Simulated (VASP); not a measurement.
# Mo in VASP: single point with PBEsol

Aim: the single point of Mo with PBEsol.

Everything below comes from runs of VASP 6.6.1. Logs are shortened: lines on timing, memory, paths and dates and some standing lists are left out, and cuts for length are marked.

## 1. The cell of the first run

The cell holds a slab with vacuum, 17 atoms: a = 6.300 Å, b = 5.456 Å, c = 17.682 Å, α = 90.00°, β = 90.00°, γ = 54.74°.

## 2. Single point, PBEsol

The input, INCAR:

```
ALGO = Normal
EDIFF = 1E-7
ENCUT = 520
GGA = PS
ISIF = 2
ISMEAR = 0
LASPH = True
LCHARG = True
LELF = True
LREAL = Auto
LVHAR = True
LWAVE = False
NBANDS = 133
NELM = 100
PREC = Accurate
SIGMA = 0.1
```

The input, KPOINTS:

```
k-points
0
Gamma
  3 4 1
```

The input, POSCAR:

```
Mo
1.0
    6.3000000000      0.0000000000      0.0000000000
    3.1500000000      4.4547730000      0.0000000000
    0.0000000000      0.0000000000     17.6821590000
Mo
17
Direct
   -0.2500000000      0.5000000000      0.0565542000
    0.2500000000      0.5000000000      0.0565542000
   -0.2500000000      1.0000000000      0.0565542000
    0.2500000000      1.0000000000      0.0565542000
   -0.0014778597      0.0006993640      0.1762278484
    0.5013775305     -0.0003057361      0.1762055755
    0.0013162919      0.4977418620      0.1752006648
    0.4987143261      0.5024732826      0.1752047589
   -0.2500095897      0.5002173179      0.3018412529
    0.2501433661      0.4998844917      0.3014642594
   -0.2499415180      0.9999793813      0.2982276497
    0.2500413181      1.0000798489      0.2995910355
   -0.0039502432      0.0004238339      0.4210768517
    0.5038710213     -0.0004629979      0.4210887677
    0.0031680125      0.4944118608      0.4263064997
    0.4967536750      0.5055383148      0.4262699742
    0.2495022223      0.0010856707      0.5213166340
```

Potentials or basis: VASP PAW PBE potentials, release 64 (Mo_sv).

Started as:

```console
cat potpaw_PBE.64/Mo_sv/POTCAR > POTCAR
mpirun -np 1 vasp_std > vasp.out
```

OUTCAR:

```text
EDIFF = 1E-7
   ENCUT = 520
   GGA = PS
   ISIF = 2
   ISMEAR = 0
   LASPH = True
   LREAL = Auto
   NELM = 100
   PREC = Accurate

 ion  position               nearest neighbor table
   1  0.750  0.500  0.057-   8 2.62   7 2.62   3 2.73   3 2.73   4 2.73   4 2.73   5 3.07   6 3.07
                             2 3.15   2 3.15
   2  0.250  0.500  0.057-   7 2.62   8 2.62   4 2.73   3 2.73   4 2.73   3 2.73   6 3.07   5 3.07
                             1 3.15   1 3.15
   3  0.750  0.000  0.057-   6 2.63   5 2.63   1 2.73   1 2.73   2 2.73   2 2.73   7 3.07   8 3.07
                             4 3.15   4 3.15
   4  0.250  0.000  0.057-   5 2.64   6 2.64   2 2.73   1 2.73   2 2.73   1 2.73   8 3.05   7 3.05
                             3 3.15   3 3.15
   5  0.999  0.001  0.176-   3 2.63   4 2.64  11 2.67  12 2.69   7 2.72   8 2.73   8 2.73   7 2.73
                             1 3.07   2 3.07   6 3.14  10 3.14   9 3.14   6 3.16
   6  0.501  1.000  0.176-   3 2.63   4 2.64  11 2.67  12 2.70   8 2.72   7 2.72   7 2.73   8 2.73
                             1 3.07   2 3.07   5 3.14  10 3.14   9 3.14   5 3.16
   7  0.001  0.498  0.175-   2 2.62   1 2.62   5 2.72   6 2.72   6 2.73  10 2.73   5 2.73   9 2.74
                             4 3.05   3 3.07  11 3.12  12 3.12   8 3.15   8 3.15
   8  0.499  0.502  0.175-   2 2.62   1 2.62   6 2.72   5 2.73   5 2.73  10 2.73   6 2.73   9 2.74
                             4 3.05   3 3.07  11 3.12  12 3.12   7 3.15   7 3.15
   9  0.750  0.500  0.302-  15 2.71  16 2.71  11 2.73  12 2.73  12 2.73  11 2.73   7 2.74   8 2.74
                            14 3.07  13 3.07   5 3.14   6 3.14  10 3.15  10 3.15
  10  0.250  0.500  0.301-  16 2.71  15 2.71  12 2.73  11 2.73  12 2.73  11 2.73   8 2.73   7 2.73
                            14 3.07  13 3.07   6 3.14   5 3.14   9 3.15   9 3.15
  11  0.750  1.000  0.298-   5 2.67   6 2.67  13 2.67  14 2.67   9 2.73  10 2.73  10 2.73   9 2.73
                             7 3.12   8 3.12  12 3.15  12 3.15  16 3.19  15 3.19
  12  0.250  0.000  0.300-  14 2.68  13 2.68   5 2.69   6 2.70  10 2.73   9 2.73   9 2.73  10 2.73
                             8 3.12   7 3.12  15 3.14  16 3.14  11 3.15  11 3.15
  13  0.996  0.000  0.421-  17 2.39  11 2.67  12 2.68  15 2.72  16 2.72  16 2.74  15 2.74   9 3.07
                            10 3.07  14 3.10  14 3.20
  14  0.504  1.000  0.421-  17 2.39  11 2.67  12 2.68  16 2.72  15 2.72  15 2.74  16 2.74   9 3.07
                            10 3.07  13 3.10  13 3.20
  15  0.003  0.494  0.426-   9 2.71  10 2.71  13 2.72  14 2.72  14 2.74  13 2.74  17 2.77  12 3.14
                            16 3.15  16 3.16  11 3.19
  16  0.497  0.506  0.426-   9 2.71  10 2.71  14 2.72  13 2.72  13 2.74  14 2.74  17 2.77  12 3.14
                            15 3.15  15 3.16  11 3.19
  17  0.250  0.001  0.521-  14 2.39  13 2.39  15 2.77  16 2.77

  LATTYP: Found a base centered orthorhombic cell.
 ALAT       =     6.3000000000
 B/A-ratio  =     1.4142136508
 C/A-ratio  =     2.8066919048

  Lattice vectors:

 A1 = (   3.1500000000,  -4.4547730000,   0.0000000000)
 A2 = (   3.1500000000,   4.4547730000,   0.0000000000)
 A3 = (   0.0000000000,   0.0000000000,  17.6821590000)

Analysis of symmetry for initial positions (statically):
=====================================================================
 Subroutine PRICEL returns:
 Original cell was already a primitive cell.

 Routine SETGRP: Setting up the symmetry group for a
 base centered orthorhombic supercell.

 Subroutine GETGRP returns: Found  1 space group operations
 (whereof  1 operations were pure point group operations)
 out of a pool of  8 trial point group operations.

The static configuration has the point symmetry C_1 .

Analysis of symmetry for dynamics (positions and initial velocities):
=====================================================================
 Subroutine PRICEL returns:
 Original cell was already a primitive cell.

 Routine SETGRP: Setting up the symmetry group for a
 base centered orthorhombic supercell.

 Subroutine GETGRP returns: Found  1 space group operations
 (whereof  1 operations were pure point group operations)
 out of a pool of  8 trial point group operations.

The dynamic configuration has the point symmetry C_1 .

 Subroutine INISYM returns: Found  1 space group operations
 (whereof  1 operations are pure point group operations),
 and found     1 'primitive' translations

----------------------------------------------------------------------------------------

                                     Primitive cell

  volume of cell :     496.2510

  direct lattice vectors                    reciprocal lattice vectors
     6.300000000  0.000000000  0.000000000     0.158730159 -0.112239165  0.000000000
[... 58 lines left out ...]
     0.000000000  0.000000000  0.056554180     0.000000000  0.000000000  1.000000000

  Length of vectors
     0.064801315  0.056119582  0.056554180

  Shift w.r.t. Gamma in fractional coordinates (k-lattice)
     0.000000000  0.000000000  0.000000000

 WARNING: IBZKPT: internal override: KBLOWUP is changed to .FALSE.
      ... skipping the blow-up phase ...

 Subroutine IBZKPT returns following result:
 ===========================================

 Found      7 irreducible k-points:

 Following reciprocal coordinates:
            Coordinates               Weight
  0.000000  0.000000  0.000000      1.000000
  0.333333  0.000000  0.000000      2.000000
  0.000000  0.250000  0.000000      2.000000
  0.333333  0.250000  0.000000      2.000000
 -0.333333  0.250000  0.000000      2.000000
  0.000000  0.500000  0.000000      1.000000
  0.333333  0.500000  0.000000      2.000000
   k-points           NKPTS =      7   k-points in BZ     NKDIM =      7   number of bands    NBANDS=    133
   number of dos      NEDOS =    301   number of ions     NIONS =     17
   total plane-waves  NPLWV = 282240
   dimension x,y,z NGX =    48 NGY =   42 NGZ =  140
   dimension x,y,z NGXF=    96 NGYF=   84 NGZF=  280
   ions per type =              17
   NGX,Y,Z   is equivalent  to a cutoff of  12.67, 12.80, 13.16 a.u.
   NGXF,Y,Z  is equivalent  to a cutoff of  25.33, 25.60, 26.33 a.u.
 SYSTEM =  unknown system
   PREC   = accura    normal or accurate (medium, high low for compatibility)
   ISTART =      0    job   : 0-new  1-cont  2-samecut
   ICHARG =      2    charge: 1-file 2-atom 10-const
   ISPIN  =      1    spin polarized calculation?
   LNONCOLLINEAR =      F non collinear calculations
   LSORBIT =      F    spin-orbit coupling
   LASPH  =      T    aspherical Exc in radial PAW
   ENCUT  =  520.0 eV  38.22 Ry    6.18 a.u.  11.71 10.14 32.88*2*pi/ulx,y,z
   NELM   =    100;   NELMIN=  2; NELMDL= -5     # of ELM steps
   EDIFF  = 0.1E-06   stopping-criterion for ELM
   LREAL  =      T    real-space projection
   EDIFFG = 0.1E-05   stopping-criterion for IOM
   NSW    =      0    number of steps for IOM
   IBRION =     -1    ionic relax: 0-MD 1-quasi-New 2-CG
   NFREE  =      0    steps in history (QN), initial steepest desc. (CG)
   ISIF   =      2    stress and relaxation
   ISYM   =      2    0-nonsym 1-usesym 2-fastsym
   POTIM  = 0.5000    time-step for ionic-motion
   TEBEG  =    0.0;   TEEND  =   0.0 temperature during run
   PSTRESS=    0.0 pullay stress
   NELECT =     238.0000    total number of electrons
   NUPDOWN=      -1.0000    fix difference up-down
   EMIN   =  10.00;   EMAX   =-10.00  energy-range for DOS
   EFERMI =   0.00;   METHOD = LEGACY
   ISMEAR =     0;   SIGMA  =   0.10  broadening in eV -4-tet -1-fermi 0-gaus
   EFERMI_NEDOS =   21; number of points for ismear=-14 and -15
   IALGO  =     38    algorithm
   IMIX   =      4    mixing-type and parameters
     AMIX     =   0.40;   BMIX     =  1.00
     AMIX_MAG =   1.60;   BMIX_MAG =  1.00
  volume/ion in A,a.u.               =      29.19       196.99
  Fermi-wavevector in a.u.,A,eV,Ry     =   1.281445  2.421580 22.342148  1.642102
  Thomas-Fermi vector in A             =   2.413815
   LORBIT       =      0    0 simple, 1 ext, 2 COOP (PROOUT), +10 PAW based schemes
   GGA     = PS    functional components
   LHFCALC =     F    Hartree Fock is set to
   AEXX    =    0.0000 exact exchange contribution
   IVDW    =     0    specifies the selected vdW correction
   LEPSILON=     F    determine dielectric tensor
   LRPA    =     F    only Hartree local field effects (RPA)
 non-spin polarized calculation
 Gauss-broadening in eV      SIGMA  =   0.10
  energy-cutoff  :      520.00
  volume of cell :      496.25
 maximum number of plane-waves:     13400
   NGX = 23   NGY = 21   NGZ = 65

 number of electron     238.0000005 magnetization

 Free energy of the ion-electron system (eV)
  ---------------------------------------------------
  ext. energy  EPLUGINS =         0.00000000
  ---------------------------------------------------
  free energy    TOTEN  =      -188.10818561 eV

  energy without entropy =     -188.05516041  energy(sigma->0) =     -188.08167301

 E-fermi :   4.7807     XC(G=0):  -8.3618

 val. band max:        4.7677077917   @ k =  -0.3333   0.2500   0.0000
 cond. band min:       4.7907432163   @ k =   0.3333   0.5000   0.0000
 fundamental gap:      0.0230354246
 Fermi energy:         4.7806632155

 k-point     1 :       0.0000    0.0000    0.0000
  band No.  band energies     occupation
      1     -56.4012      2.00000
      2     -56.2396      2.00000
      3     -56.1951      2.00000
      4     -56.1864      2.00000
      5     -56.1404      2.00000
      6     -56.1119      2.00000
[... 927 lines left out ...]
    130       5.7087      0.00000
    131       5.7323      0.00000
 [bands above 131 left out]

------------------------ aborting loop because EDIFF is reached ----------------------------------------

  FORCE on cell =-STRESS in cart. coord.  units (eV):
  Direction    XX          YY          ZZ          XY          YZ          ZX
  --------------------------------------------------------------------------------------
  -------------------------------------------------------------------------------------
  Total      -15.5818047    -11.8439890      0.6111078      1.5874738     -0.0061971     -0.0032637
  in kB      -50.3068262    -38.2390557      1.9729997      5.1252580     -0.0200079     -0.0105371
  external PRESSURE =     -28.8576274 kB  Pullay stress =       0.0000000 kB

 VOLUME and BASIS-vectors are now :
 -----------------------------------------------------------------------------
  energy-cutoff  :      520.00
  volume of cell :      496.25
      direct lattice vectors                 reciprocal lattice vectors
     6.300000000  0.000000000  0.000000000     0.158730159 -0.112239165  0.000000000
     3.150000000  4.454773000  0.000000000     0.000000000  0.224478329  0.000000000
     0.000000000  0.000000000 17.682159000     0.000000000  0.000000000  0.056554180

 POSITION                                       TOTAL-FORCE (eV/Angst)
 -----------------------------------------------------------------------------------
      6.30000      2.22739      1.00000         0.001853      0.002240      0.021575
      3.15000      2.22739      1.00000         0.001314      0.002726      0.073338
      4.72500      0.00000      1.00000        -0.000369      0.002709      0.095578
      1.57500      0.00000      1.00000         0.000921      0.002910     -0.282483
      6.29289      0.00312      3.11609        -0.000675     -0.009972     -0.009135
      6.30772      4.45341      3.11570         0.000311     -0.007224     -0.007345
[... 9 lines left out ...]
      4.72199      2.25206      7.53737         0.000629     -0.001366      0.027249
      1.57528      0.00484      9.21800        -0.004009     -0.005205      0.109935
 -----------------------------------------------------------------------------------
    total drift:                               -0.000554      0.001307      0.000254

  FREE ENERGIE OF THE ION-ELECTRON SYSTEM (eV)
  ---------------------------------------------------
  free  energy   TOTEN  =      -188.1081856093 eV

  energy  without entropy=     -188.0551604126  energy(sigma->0) =     -188.08167301
```

Run time: 60 min. Hardware: 1 thread of Intel Xeon 8259CL, shared host; peak memory 0.77 GiB.

Results:

* Free energy: -188.1082 eV
* Largest force: 0.282 eV/Å
* Band gap on the k mesh: zero (bands 119 and 120 overlap by 1.47 eV)

Forces in eV/Å, atoms in the order of the input:
```
Mo   0.002  0.002  0.022
Mo   0.001  0.003  0.073
Mo   0.000  0.003  0.096
Mo   0.001  0.003 -0.282
Mo  -0.001 -0.010 -0.009
Mo   0.000 -0.007 -0.007
Mo   0.000  0.001  0.008
Mo  -0.001 -0.001  0.010
Mo  -0.007 -0.010 -0.002
Mo   0.001  0.008 -0.002
Mo   0.002  0.003 -0.004
Mo  -0.005 -0.001  0.024
Mo  -0.034  0.002 -0.044
Mo   0.042  0.004 -0.044
Mo   0.003  0.008  0.024
Mo   0.001 -0.001  0.027
Mo  -0.004 -0.005  0.110
```

Caveat: the PAW data sets were made with another functional, which shifts forces and pressure a little.
